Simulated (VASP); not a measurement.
Set up this calculation in VASP 6.6.1, as the native input.

| Property | Result |
| --- | --- |
| Task | single point |
| Functional | PBE |
| Dispersion | D3(BJ) |
| Potentials or basis | VASP PAW PBE potentials, release 64 (Pb_d, S) |
| Cutoff | 520 eV |
| k mesh | 6 × 8 × 3 |
| Occupations | gaussian, width 0.03 eV |
| Spin | no spin polarisation |
| Dipole correction | no |
| Further INCAR settings | ALGO = Normal; EDIFF = 1e-06; NBANDS = 72 |

The structure of PbS lies in POSCAR:

```
PbS
1.0
    5.9342629277      0.0000000000      0.0000000000
    0.0000000000      2.9671314639     -2.9671314639
    0.0000000000      8.9013943916      8.9013943916
Pb S
6 6
Direct
    0.0000000000      0.0000000000      0.3333333333
    0.5000000000      0.5000000000      0.5000000000
    0.0000000000      0.0000000000      0.6666666667
    0.5000000000      0.5000000000      0.8333333333
    0.0000000000      0.0000000000      1.0000000000
    0.5000000000      0.5000000000      0.1666666667
    0.5000000000      0.0000000000      0.3333333333
    0.0000000000      0.5000000000      0.5000000000
    0.5000000000      0.0000000000      0.6666666667
    0.0000000000      0.5000000000      0.8333333333
    0.5000000000      0.0000000000      0.0000000000
    0.0000000000      0.5000000000      0.1666666667
```

The input as run:

INCAR

```
PREC = Accurate
ENCUT = 520
EDIFF = 1E-6
ISMEAR = 0
SIGMA = 0.03
LREAL = F
LASPH = T
NELM = 100
ALGO = Normal
ISIF = 2
LWAVE = F
LCHARG = F
GGA = PE
IVDW = 12
NBANDS = 72
```

KPOINTS

```
regular mesh
0
Gamma
  6 8 3
```

Potentials or basis: VASP PAW PBE potentials, release 64 (Pb_d, S).

Command:

```console
$ cat potpaw_PBE.64/Pb_d/POTCAR potpaw_PBE.64/S/POTCAR > POTCAR
$ mpirun -np 1 vasp_std > vasp.out
```

It gave:

| Quantity | Value |
| --- | --- |
| Pressure | -0.1 GPa |
| Dispersion energy per atom | -0.347 eV |

Run time: 24 min on 1 thread of Oxide Virtual Turin-like Processor, on a shared host, peak memory 0.74 GiB.
